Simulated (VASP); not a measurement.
**B: single point with PBE**

Sheet: B, a sheet with vacuum.

```
CELL_PARAMETERS angstrom
1.84219 0.00000 0.00000
0.00000 1.84219 0.00000
0.00000 0.00000 27.12440
ATOMIC_POSITIONS crystal
B 0.50000 0.50000 0.26331
B 0.50000 0.50000 0.32657
```

```
Program                : VASP 6.6.1
Task                   : single point
Functional             : PBE
Potentials or basis    : VASP PAW PBE potentials, release 64 (B)
Cutoff                 : 520 eV
k mesh                 : 8 × 8 × 1
Occupations            : gaussian, width 0.1 eV
Spin                   : no spin polarisation
Dipole correction      : yes
Further INCAR settings : ALGO = Normal; EDIFF = 1e-06; NBANDS = 10
```

```
Largest force          : 0.017 eV/Å
Band gap on the k mesh : zero (band 3 reaches -0.45 eV, above the bottom of band 4 at -2.73 eV)
```

Forces on the atoms (eV/Å):
```
B    0.000  0.000 -0.017
B    0.000  0.000  0.017
```

Levels at points of the mesh, in eV from the Fermi level:
```tsv
k point	band 1	band 2	band 3	band 4	band 5	band 6	band 7	band 8
(0.00, 0.00, 0.00)	-15.77	-10.61	-5.94	2.30	3.71	4.15	4.28	5.08
(0.50, 0.00, 0.00)	-8.19	-5.99	-4.23	-0.34	1.59	9.61	12.28	13.11
(0.50, 0.50, 0.00)	-1.66	-1.66	1.93	1.93	3.14	9.07	9.98	9.99
```

Run time: 13 s on 1 thread of Intel(R) Xeon(R) Platinum 8488C (Sapphire Rapids), on a shared host, peak memory 0.18 GiB.

Caveat: the k points lie up to 0.43 Å⁻¹ apart.
